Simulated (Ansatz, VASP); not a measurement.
One calculation of PbS, two programs

```
Pb S
1.0
     3.65366    0.00000    0.00000
     0.00000    3.65366    0.00000
     0.00000    0.00000    3.97335
Pb S
1 1
Cartesian
  0.0000 0.0000 0.0000
  1.8268 1.8268 1.9867
```

Change from the starting cell: strain +0.0875 x Voigt [0, 0, 1, 0, 0, 0], atoms carried along.

Alike in both runs: task single point; functional PBEsol; k mesh 14 × 14 × 14; occupations gaussian, width 0.15 eV; no spin polarisation.

|  | VASP | Ansatz |
| --- | --- | --- |
| version | VASP 6.6.1 | Ansatz 0.2.0 |
| potentials or method | VASP PAW PBE potentials, release 64 (Pb_d, S), cutoff 520 eV | scalar-relativistic, plane waves, PAW |
| valence electrons in the cell | 20 | 20 |

VASP gave:

```
gap on the k mesh at the Fermi level (eV)                     : none
pressure (GPa)                                                : -6.8
traceless stress, the component that is largest in VASP (GPa) : -4.12
```

What did Ansatz give for the same quantities?

gap on the k mesh at the Fermi level (eV): none; pressure (GPa): -6.7; traceless stress, the component that is largest in VASP (GPa): -4.12.

VASP's potentials were made for PBE, not for PBEsol. A gap of «none» marks a metal or a gap that the smearing closes.

Neither program's run includes spin-orbit coupling.
